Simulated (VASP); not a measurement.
Here is a VASP 6.6.1 calculation.

File INCAR:

```
SYSTEM = TiAl3
  PREC = Accurate
  ENCUT = 500
  EDIFF = 1E-7
  ISMEAR = 1
  SIGMA = 0.1
  LREAL = .False.
  LASPH = .True.
  NELM = 120
  ALGO = Normal
  ISIF = 3
  LWAVE = .False.
  LCHARG = .False.
  GGA = RP
  IBRION = 2
  NSW = 80
  EDIFFG = -0.005
  GGA_COMPAT = .False.
  NELMIN = 4
```

The input KPOINTS:

```
regular mesh
0
Gamma
  9 9 9
  0 0 0
```

Contents of POSCAR:

```
TiAl3
1.0
   -1.9111070000      1.9111070000      4.2806690000
    1.9111070000     -1.9111070000      4.2806690000
    1.9111070000      1.9111070000     -4.2806690000
Ti Al
1 3
Direct
    0.0000000000      0.0000000000      0.0000000000
    0.5000000000      0.5000000000      0.0000000000
    0.7500000000      0.2500000000      0.5000000000
    0.2500000000      0.7500000000      0.5000000000
```

Potentials or basis: VASP PAW PBE potentials, release 64 (Ti_sv, Al).

Command:

```bash
$ cat potpaw_PBE.64/Ti_sv/POTCAR potpaw_PBE.64/Al/POTCAR > POTCAR
$ mpirun -np 1 vasp_std > vasp.out
```

Task: Predict the space group after relaxing (to 0.1 Å).

Result: I4/mmm (No. 139).

Task: Predict the band gap on the k mesh.

Result: Zero (an odd number of electrons rules out a gap without spin polarisation).

Task: What does it give for the relaxed volume?

Result: 16.25 Å³/atom.

Task: What does it give for the relaxed cell?

Result: a = 5.130 Å, b = 5.130 Å, c = 5.130 Å, α = 135.66°, β = 135.66°, γ = 64.50°.

Final structure:
```
Ti Al
1.0
    -1.93564    1.93564    4.33816
     1.93564   -1.93564    4.33816
     1.93564    1.93564   -4.33816
Ti Al
1 3
Direct
  0.00000 0.00000 0.00000
  0.50000 0.50000 0.00000
  0.75000 0.25000 0.50000
  0.25000 0.75000 0.50000
```

Caveat: the PAW data sets were made with another functional, which shifts forces and pressure a little.
